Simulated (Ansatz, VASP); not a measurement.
**LaYN2: VASP beside Ansatz**

```xyz
4
Lattice="3.6429 0.0000 0.0000 -1.8215 3.1549 0.0000 0.0000 0.0000 7.8693" Properties=species:S:1:pos:R:3 pbc="T T T"
La    0.0000    0.0000    0.0000
Y     0.0000    0.0000    3.9346
N     0.0000    2.1032    0.0000
N     1.8215    1.0516    0.0000
```

Alike in both runs: task single point; functional PBE; k mesh 6 × 6 × 2; occupations gaussian, width 0.1 eV; no spin polarisation.

|  | VASP | Ansatz |
| --- | --- | --- |
| version | VASP 6.6.1 | Ansatz 0.2.0 |
| potentials or method | VASP PAW PBE potentials, release 64 (La, Y_sv, N), cutoff 600 eV | scalar-relativistic, plane waves, PAW |
| valence electrons in the cell | 32 | 32 |

|  | VASP | Ansatz | Ansatz less VASP |
| --- | --- | --- | --- |
| gap on the k mesh at the Fermi level (eV) | none | none | - |
| pressure (GPa) | 20.9 | 20.9 | +0.03 |
| traceless stress, the component that is largest in VASP (GPa) | -20.90 | -20.91 | -0.007 |

A gap of «none» marks a metal or a gap that the smearing closes. The functional is the same, so the differences come from potentials, cutoffs and numerics.

The k mesh is coarse, so the values compare programs but aren't converged. Spin-orbit coupling is off throughout.
